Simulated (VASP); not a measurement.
# Al2CdPb4 (P-3m1) in VASP: further runs

Runs on Al2CdPb4. Level: PBE. Tasks: relaxation of cell and atoms.

All numbers are computed with VASP 6.6.1; they aren't measurements. Logs are shortened: lines on timing, memory, paths and dates and some standing lists are left out, and cuts for length are marked.

**1. The cell of the first run**

Symmetry: P-3m1, No. 164, trigonal system. Conventional cell: a = 3.601 Å, b = 3.601 Å, c = 14.919 Å, α = 90.00°, β = 90.00°, γ = 120.00°. Within 3.5 Å of Al (site symmetry 3m) lie 6 Pb at 2.63 to 2.67 Å. Cd (site symmetry -3m) has 6 Pb at 3.00 Å and 6 Cd at 3.60 Å and 2 Al at 3.84 Å within 3.9 Å. Within 3.5 Å of Pb (site symmetry 3m) lie 3 Al at 2.67 Å and 3 Cd at 3.00 Å and 1 Pb at 3.29 Å. Within 3.5 Å of Pb (site symmetry 3m) lie 3 Al at 2.63 Å and 1 Pb at 3.29 Å.

**2. Relaxation of cell and atoms, PBE**

INCAR reads:

```
PREC = Accurate ; ENCUT = 600
EDIFF = 1E-7 ; ISMEAR = 0
SIGMA = 0.2 ; LREAL = F
LASPH = T ; NELM = 100
ALGO = Normal ; ISIF = 3
LWAVE = F ; LCHARG = F
GGA = PE ; IBRION = 2
NSW = 36 ; EDIFFG = -0.08
```

KPOINTS reads:

```
regular mesh
0
Gamma
  5 5 1
```

POSCAR reads:

```
Al2CdPb4
1.0
    3.6006897800      0.0000000000      0.0000000000
   -1.8003448900      3.1182888200      0.0000000000
    0.0000000000      0.0000000000     14.9193865000
Al Cd Pb
2 1 4
Direct
    0.0000000000      0.0000000000      0.2427400100
    0.0000000000      0.0000000000      0.7572599900
    0.0000000000      0.0000000000      0.5000000000
    0.6666666700      0.3333333300      0.3552720000
    0.3333333300      0.6666666700      0.6447280000
    0.3333333300      0.6666666700      0.8652080300
    0.6666666700      0.3333333300      0.1347919700
```

Potentials or basis: VASP PAW PBE potentials, release 64 (Al, Cd, Pb_d).

Launch:

```console
> cat potpaw_PBE.64/Al/POTCAR potpaw_PBE.64/Cd/POTCAR potpaw_PBE.64/Pb_d/POTCAR > POTCAR
> mpirun -np 1 vasp_std > vasp.out
```

OUTCAR:

```text
PREC = Accurate
   ENCUT = 600
   EDIFF = 1E-7
   ISMEAR = 0
   LREAL = F
   LASPH = T
   NELM = 100
   ISIF = 3
   GGA = PE
   IBRION = 2
   NSW = 36
   EDIFFG = -0.08

 ion  position               nearest neighbor table
   1  0.000  0.000  0.243-   7 2.63   7 2.63   7 2.63   4 2.67   4 2.67   4 2.67
   2  0.000  0.000  0.757-   6 2.63   6 2.63   6 2.63   5 2.67   5 2.67   5 2.67
   3  0.000  0.000  0.500-   4 3.00   5 3.00   5 3.00   4 3.00   4 3.00   5 3.00
   4  0.667  0.333  0.355-   1 2.67   1 2.67   1 2.67   3 3.00   3 3.00   3 3.00   7 3.29
   5  0.333  0.667  0.645-   2 2.67   2 2.67   2 2.67   3 3.00   3 3.00   3 3.00   6 3.29
   6  0.333  0.667  0.865-   2 2.63   2 2.63   2 2.63   5 3.29
   7  0.667  0.333  0.135-   1 2.63   1 2.63   1 2.63   4 3.29

  LATTYP: Found a hexagonal cell.
 ALAT       =     3.6006897800
 C/A-ratio  =     4.1434801140

  Lattice vectors:

 A1 = (   3.6006897800,   0.0000000000,   0.0000000000)
 A2 = (  -1.8003448900,   3.1182888200,   0.0000000000)
 A3 = (   0.0000000000,   0.0000000000,  14.9193865000)

Analysis of symmetry for initial positions (statically):
=====================================================================
 Subroutine PRICEL returns:
 Original cell was already a primitive cell.

 Routine SETGRP: Setting up the symmetry group for a
 hexagonal supercell.

 Subroutine GETGRP returns: Found 12 space group operations
 (whereof 12 operations were pure point group operations)
 out of a pool of 24 trial point group operations.

The static configuration has the point symmetry D_3d.

Analysis of symmetry for dynamics (positions and initial velocities):
=====================================================================
 Subroutine PRICEL returns:
 Original cell was already a primitive cell.

 Routine SETGRP: Setting up the symmetry group for a
 hexagonal supercell.

 Subroutine GETGRP returns: Found 12 space group operations
 (whereof 12 operations were pure point group operations)
 out of a pool of 24 trial point group operations.

The dynamic configuration has the point symmetry D_3d.

 Subroutine INISYM returns: Found 12 space group operations
 (whereof 12 operations are pure point group operations),
 and found     1 'primitive' translations

----------------------------------------------------------------------------------------

                                     Primitive cell

  volume of cell :     167.5147

  direct lattice vectors                    reciprocal lattice vectors
[... 59 lines left out ...]
   k-points           NKPTS =      5   k-points in BZ     NKDIM =      5   number of bands    NBANDS=     44
   number of dos      NEDOS =    301   number of ions     NIONS =      7
   total plane-waves  NPLWV = 108000
   dimension x,y,z NGX =    30 NGY =   30 NGZ =  120
   dimension x,y,z NGXF=    60 NGYF=   60 NGZF=  240
   ions per type =               2   1   4
   NGX,Y,Z   is equivalent  to a cutoff of  13.85, 13.85, 13.37 a.u.
   NGXF,Y,Z  is equivalent  to a cutoff of  27.70, 27.70, 26.74 a.u.
 SYSTEM =  unknown system
   PREC   = accura    normal or accurate (medium, high low for compatibility)
   ISTART =      0    job   : 0-new  1-cont  2-samecut
   ICHARG =      2    charge: 1-file 2-atom 10-const
   ISPIN  =      1    spin polarized calculation?
   LNONCOLLINEAR =      F non collinear calculations
   LSORBIT =      F    spin-orbit coupling
   LASPH  =      T    aspherical Exc in radial PAW
   ENCUT  =  600.0 eV  44.10 Ry    6.64 a.u.   7.19  7.19 29.80*2*pi/ulx,y,z
   NELM   =    100;   NELMIN=  2; NELMDL= -5     # of ELM steps
   EDIFF  = 0.1E-06   stopping-criterion for ELM
   LREAL  =      F    real-space projection
   EDIFFG = -.8E-01   stopping-criterion for IOM
   NSW    =     36    number of steps for IOM
   IBRION =      2    ionic relax: 0-MD 1-quasi-New 2-CG
   NFREE  =      1    steps in history (QN), initial steepest desc. (CG)
   ISIF   =      3    stress and relaxation
   ISYM   =      2    0-nonsym 1-usesym 2-fastsym
   POTIM  = 0.5000    time-step for ionic-motion
   TEBEG  =    0.0;   TEEND  =   0.0 temperature during run
   PSTRESS=    0.0 pullay stress
   NELECT =      74.0000    total number of electrons
   NUPDOWN=      -1.0000    fix difference up-down
   EMIN   =  10.00;   EMAX   =-10.00  energy-range for DOS
   EFERMI =   0.00;   METHOD = LEGACY
   ISMEAR =     0;   SIGMA  =   0.20  broadening in eV -4-tet -1-fermi 0-gaus
   EFERMI_NEDOS =   21; number of points for ismear=-14 and -15
   IALGO  =     38    algorithm
   IMIX   =      4    mixing-type and parameters
     AMIX     =   0.40;   BMIX     =  1.00
     AMIX_MAG =   1.60;   BMIX_MAG =  1.00
  volume/ion in A,a.u.               =      23.93       161.49
  Fermi-wavevector in a.u.,A,eV,Ry     =   1.246812  2.356134 21.150812  1.554541
  Thomas-Fermi vector in A             =   2.380973
   LORBIT       =      0    0 simple, 1 ext, 2 COOP (PROOUT), +10 PAW based schemes
   GGA     = PE    functional components
   LHFCALC =     F    Hartree Fock is set to
   AEXX    =    0.0000 exact exchange contribution
   IVDW    =     0    specifies the selected vdW correction
   LEPSILON=     F    determine dielectric tensor
   LRPA    =     F    only Hartree local field effects (RPA)
 conjugate gradient relaxation of ions
 non-spin polarized calculation
 Gauss-broadening in eV      SIGMA  =   0.20
  energy-cutoff  :      600.00
  volume of cell :      167.51
 maximum number of plane-waves:      5609
 NGX is ok and might be reduce to    30
   NGX = 15   NGY = 15   NGZ = 59

--------------------------------------- Ionic step        1  -------------------------------------------

 number of electron      74.0000011 magnetization

 Free energy of the ion-electron system (eV)
  ---------------------------------------------------
  ext. energy  EPLUGINS =         0.00000000
  ---------------------------------------------------
  free energy    TOTEN  =       -17.94886352 eV

  energy without entropy =      -17.87922612  energy(sigma->0) =      -17.91404482

 E-fermi :   7.3738     XC(G=0): -10.3230

 val. band max:        7.3422723106   @ k =   0.4000   0.2000   0.0000
 cond. band min:       7.4304791307   @ k =   0.0000   0.0000   0.0000
 fundamental gap:      0.0882068201
 Fermi energy:         7.3737598127
[... 594 lines left out ...]
     43       6.3486      0.00000
     44       7.1569      0.00000

[... ionic steps 4 to 24 ...]

--------------------------------------- Ionic step       25  -------------------------------------------

 number of electron      73.9999989 magnetization

------------------------ aborting loop because EDIFF is reached ----------------------------------------
[... 77 lines left out ...]
--------------------------------------- Ionic step       27  -------------------------------------------

 number of electron      73.9999993 magnetization

 Free energy of the ion-electron system (eV)
  ---------------------------------------------------
  ext. energy  EPLUGINS =         0.00000000
  ---------------------------------------------------
  free energy    TOTEN  =       -21.17676327 eV

  energy without entropy =      -21.10646957  energy(sigma->0) =      -21.14161642

 E-fermi :   5.6036     XC(G=0):  -9.6653

 val. band max:        5.5563048421   @ k =   0.2000  -0.0000   0.0000
 cond. band min:       5.7395900940   @ k =   0.4000  -0.0000   0.0000
 fundamental gap:      0.1832852519
 Fermi energy:         5.6036344764
[... 267 lines left out ...]
  FREE ENERGIE OF THE ION-ELECTRON SYSTEM (eV)
  ---------------------------------------------------
  free  energy   TOTEN  =       -21.1767632710 eV

  energy  without entropy=      -21.1064695712  energy(sigma->0) =      -21.14161642

 reached required accuracy - stopping structural energy minimisation
```

OSZICAR:

```text
N       E                     dE             d eps       ncg     rms          rms(c)
DAV:   1     0.918622882392E+03    0.91862E+03   -0.37996E+04   440   0.213E+03
DAV:   2     0.822773003157E+02   -0.83635E+03   -0.82111E+03   440   0.558E+02
DAV:   3    -0.146228599592E+02   -0.96900E+02   -0.94064E+02   516   0.226E+02
[... 346 lines left out ...]
DAV:   6    -0.211767658684E+02   -0.23317E-04   -0.33082E-04   516   0.143E-01    0.202E-02
DAV:   7    -0.211767644988E+02    0.13696E-05   -0.28832E-05   584   0.557E-02    0.702E-03
DAV:   8    -0.211767630468E+02    0.14520E-05   -0.68032E-06   608   0.298E-02    0.258E-03
DAV:   9    -0.211767632928E+02   -0.24595E-06   -0.57420E-07   424   0.954E-03    0.956E-04
DAV:  10    -0.211767632710E+02    0.21799E-07   -0.12695E-07   236   0.379E-03
  27 F= -.21176763E+02 E0= -.21141616E+02  d E =-.243942E-02
```

Wall time 17 min (1 thread of Intel Xeon Platinum 8488C (Sapphire Rapids), shared host); peak memory 0.35 GiB.

Results:

```
Free energy                            : -21.1768 eV
Relaxed volume                         : 28.61 Å³/atom
Relaxed cell                           : a = 3.894 Å, b = 3.894 Å, c = 15.247 Å, α = 90.00°, β = 90.00°, γ = 120.00°
Space group after relaxing (to 0.05 Å) : P-3m1 (No. 164)
Energy gained by relaxing              : 461.1 meV/atom
Ionic steps                            : 27
Pressure after relaxing                : 0.0 GPa
Largest force after relaxing           : 0.056 eV/Å
Band gap on the k mesh                 : zero (band 37 reaches 8.11 eV, above the bottom of band 38 at 4.65 eV)
```

Forces in eV/Å, atoms in the order of the input:
```
Al   0.000  0.000  0.004
Al   0.000  0.000 -0.004
Cd   0.000  0.000  0.000
Pb   0.000  0.000  0.056
Pb   0.000  0.000 -0.056
Pb   0.000  0.000  0.043
Pb   0.000  0.000 -0.043
```

Stress tensor (GPa, compression positive):
```
-0.07  0.00  0.00
 0.00 -0.07  0.00
 0.00  0.00  0.15
```

Step by step:
```csv
step,energy change (eV),largest force (eV/Å),pressure (GPa),volume (Å³)
1,0.0000,3.2108,19.32,167.51
2,-2.3793,0.3158,-3.57,247.65
3,-2.7582,0.3740,-0.09,218.39
4,-2.7585,0.3417,-0.28,219.50
5,-2.7857,0.3248,-0.28,218.57
6,-2.8510,0.1634,-0.32,215.68
7,-2.8240,0.3197,0.00,209.51
8,-2.8619,0.2170,-0.26,212.92
9,-2.8639,0.2007,-0.30,213.73
10,-2.8750,0.1617,0.27,209.97
11,-2.8759,0.1759,0.50,208.55
12,-2.8834,0.1976,0.49,208.31
13,-2.9051,0.2647,0.45,207.59
14,-2.9442,0.4065,0.43,206.13
15,-3.0018,0.6680,0.53,203.11
16,-2.9866,0.9245,1.23,196.65
17,-3.0190,0.7783,0.75,200.82
18,-3.0291,0.7614,0.68,200.89
19,-3.0577,0.7038,0.47,201.06
20,-3.1010,0.6286,0.12,201.39
21,-3.0986,0.5983,-0.35,201.91
22,-3.1149,0.6267,-0.14,201.67
23,-3.1329,0.5789,-0.12,201.43
24,-3.1778,0.4286,-0.05,200.74
25,-3.2239,0.1089,0.20,199.34
26,-3.2255,0.0764,0.28,199.01
27,-3.2279,0.0565,0.00,200.27
```

Final structure:
```cif
data_structure
_symmetry_space_group_name_H-M 'P 1'
_symmetry_Int_Tables_number 1
_cell_length_a 3.8945
_cell_length_b 3.8945
_cell_length_c 15.2469
_cell_angle_alpha 90.000
_cell_angle_beta 90.000
_cell_angle_gamma 120.000
_cell_volume 200.27
loop_
_atom_site_label
_atom_site_type_symbol
_atom_site_fract_x
_atom_site_fract_y
_atom_site_fract_z
_atom_site_occupancy
Al1 Al 0.00000 0.00000 0.21726 1
Al2 Al 0.00000 0.00000 0.78274 1
Cd1 Cd 0.00000 0.00000 0.50000 1
Pb1 Pb 0.66667 0.33333 0.34353 1
Pb2 Pb 0.33333 0.66667 0.65647 1
Pb3 Pb 0.33333 0.66667 0.91149 1
Pb4 Pb 0.66667 0.33333 0.08851 1
```

Caveat: the k points lie up to 0.41 Å⁻¹ apart in the final cell; the volume moved by over 15 % at a fixed basis, so the end points are rough; spin-orbit coupling is left out, which moves the levels of the heavy elements; the relaxation stopped at a loose force limit of 0.08 eV/Å, so its end isn't a converged minimum.

**3. Relaxation of cell and atoms, PBE**

This run uses another cell than the first one, of 28.51 Å³/atom, 1.191 times its volume.

INCAR reads:

```
PREC = Accurate
ENCUT = 600
EDIFF = 1E-6
ISMEAR = 0
SIGMA = 0.1
LREAL = False
LASPH = True
NELM = 100
ALGO = Normal
ISIF = 3
LWAVE = False
LCHARG = False
GGA = PE
IBRION = 2
NSW = 100
EDIFFG = -0.01
```

KPOINTS reads:

```
regular mesh
0
Gamma
  12 12 2
```

POSCAR reads:

```
Al2CdPb4
1.0
    3.8854432893      0.0000000000      0.0000000000
   -1.9427216447      3.3648925935      0.0000000000
    0.0000000000      0.0000000000     15.2625820220
Al Cd Pb
2 1 4
Direct
    0.0000000000      0.0000000000      0.2181019711
    0.0000000000      0.0000000000      0.7818980289
    0.0000000000      0.0000000000      0.5000000000
    0.6666666667      0.3333333333      0.3458916543
    0.3333333333      0.6666666667      0.6541083457
    0.3333333333      0.6666666667      0.9123881384
    0.6666666667      0.3333333333      0.0876118616
```

Potentials or basis: VASP PAW PBE potentials, release 64 (Al, Cd, Pb_d).

Launch:

```console
> cat potpaw_PBE.64/Al/POTCAR potpaw_PBE.64/Cd/POTCAR potpaw_PBE.64/Pb_d/POTCAR > POTCAR
> mpirun -np 1 vasp_std > vasp.out
```

Wall time 70 min (1 thread of AMD EPYC 9R45 (Zen 5), shared host); peak memory 0.6 GiB.

Results (log left out):

```
Free energy                            : -21.1205 eV
Relaxed volume                         : 27.86 Å³/atom
Relaxed cell                           : a = 3.610 Å, b = 3.610 Å, c = 17.283 Å, α = 90.00°, β = 90.00°, γ = 120.00°
Space group after relaxing (to 0.05 Å) : P-3m1 (No. 164)
Energy gained by relaxing              : 47.2 meV/atom
Ionic steps                            : 23
Pressure after relaxing                : 0.0 GPa
Largest force after relaxing           : 0.009 eV/Å
Band gap on the k mesh                 : zero (band 37 reaches 10.25 eV, above the bottom of band 38 at 4.55 eV)
```

Forces in eV/Å, atoms in the order of the input:
```
Al   0.000  0.000 -0.002
Al   0.000  0.000  0.002
Cd   0.000  0.000  0.000
Pb   0.000  0.000  0.007
Pb   0.000  0.000 -0.007
Pb   0.000  0.000 -0.009
Pb   0.000  0.000  0.009
```

Step by step:
| step | energy change (eV) | largest force (eV/Å) | pressure (GPa) | volume (Å³) |
| --- | --- | --- | --- | --- |
| 1 | 0.0000 | 0.0611 | 0.51 | 199.54 |
| 2 | -0.0135 | 0.0381 | -0.04 | 202.15 |
| 3 | -0.0182 | 0.0266 | -0.52 | 204.64 |
| 4 | -0.0300 | 0.0352 | -0.54 | 204.51 |
| 5 | -0.0810 | 0.0956 | -0.64 | 204.02 |
| 6 | -0.2331 | 0.0572 | -0.88 | 202.59 |
| 7 | -0.2674 | 0.0849 | -0.85 | 198.10 |
| 8 | -0.3066 | 0.0851 | -1.02 | 199.89 |
| 9 | -0.2988 | 0.0614 | -1.02 | 201.35 |
| 10 | -0.3106 | 0.0758 | -1.03 | 200.61 |
| 11 | -0.3229 | 0.0720 | 0.12 | 193.89 |
| 12 | -0.3257 | 0.0739 | -0.24 | 195.90 |
| 13 | -0.3293 | 0.0560 | -0.06 | 195.29 |
| 14 | -0.3298 | 0.0462 | 0.01 | 194.97 |
| 15 | -0.3298 | 0.0443 | 0.04 | 194.92 |
| 16 | -0.3298 | 0.0451 | 0.04 | 194.94 |
| 17 | -0.3301 | 0.0290 | 0.01 | 195.11 |
| 18 | -0.3302 | 0.0119 | -0.03 | 195.32 |
| 19 | -0.3303 | 0.0134 | -0.01 | 195.10 |
| 20 | -0.3303 | 0.0168 | 0.06 | 194.80 |
| 21 | -0.3303 | 0.0164 | 0.03 | 194.94 |
| 22 | -0.3304 | 0.0119 | 0.02 | 194.97 |
| 23 | -0.3305 | 0.0090 | 0.00 | 195.03 |

Final structure:
```
Al Cd Pb
1.0
     3.60975    0.00000    0.00000
    -1.80487    3.12613    0.00000
     0.00000    0.00000   17.28294
Al Cd Pb
2 1 4
Cartesian
  0.0000 0.0000 3.7551
  0.0000 0.0000 13.5278
  0.0000 0.0000 8.6415
  1.8049 1.0420 6.0267
  0.0000 2.0841 11.2562
  0.0000 2.0841 15.8030
  1.8049 1.0420 1.4799
```

Levels at points of the mesh, in eV from the Fermi level:
```
           k point  band 34  band 35  band 36  band 37  band 38  band 39  band 40  band 41
(0.00, 0.00, 0.00)    -1.13     3.17     3.55     4.33     4.33     4.46     4.46     5.37
(0.50, 0.00, 0.00)    -2.73    -2.62    -0.83    -0.60    -0.46    -0.19     1.36     1.72
(0.00, 0.00, 0.50)     0.55     1.33     4.31     4.31     4.49     4.49     5.31     5.31
(0.50, 0.00, 0.50)    -2.51    -2.30    -1.57    -1.22     0.54     0.79     1.14     1.40
```

Caveat: spin-orbit coupling is left out, which moves the levels of the heavy elements.
